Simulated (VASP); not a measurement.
Wanted: the native input for a VASP 6.6.1 run.

* Task: single point
* Functional: revPBE
* Dispersion: D4
* Potentials or basis: VASP PAW PBE potentials, release 64 (C)
* Cutoff: 520 eV
* k mesh: 12 × 12 × 4
* Occupations: fermi-dirac, width 0.05 eV
* Spin: no spin polarisation
* Dipole correction: no
* Further INCAR settings: ALGO = Normal; EDIFF = 1e-06; NBANDS = 26

The structure of C lies in POSCAR:

```
C
1.0
    2.5388031358      0.0000000000      0.0000000000
   -1.2694015679      2.1986680108      0.0000000000
    0.0000000000      0.0000000000      8.2916519209
C
8
Direct
    0.6666666667      0.3333333333      0.8437500000
    0.3333333333      0.6666666667      0.3437500000
    0.6666666667      0.3333333333      0.6562500000
    0.3333333333      0.6666666667      0.1562500000
    0.0000000000      0.0000000000      0.9062500000
    0.0000000000      0.0000000000      0.4062500000
    0.0000000000      0.0000000000      0.5937500000
    0.0000000000      0.0000000000      0.0937500000
```

The input as run:

INCAR

```
ALGO = Normal ; EDIFF = 1E-6
ENCUT = 520 ; GGA = RE
ISIF = 2 ; ISMEAR = -1
IVDW = 13 ; LASPH = True
LCHARG = False ; LREAL = False
LWAVE = False ; NBANDS = 26
NELM = 80 ; PREC = Accurate
SIGMA = 0.05
```

KPOINTS

```
k-points
0
Gamma
  12 12 4
```

Potentials or basis: VASP PAW PBE potentials, release 64 (C).

Launch:

```sh
$ cat potpaw_PBE.64/C/POTCAR > POTCAR
$ mpirun -np 1 vasp_std > vasp.out
```

Results of the run:

```
Pressure                   : -13.6 GPa
Largest force              : 0.316 eV/Å
Band gap on the k mesh     : 4.36 eV, indirect (least direct gap 5.14 eV)
Dispersion energy per atom : -0.490 eV
```

Caveat: the PAW data sets were made with another functional, which shifts forces and pressure a little.

It took 28 s on 1 thread of Intel(R) Xeon(R) 6975P-C (Granite Rapids) (shared host), peak memory 0.18 GiB.
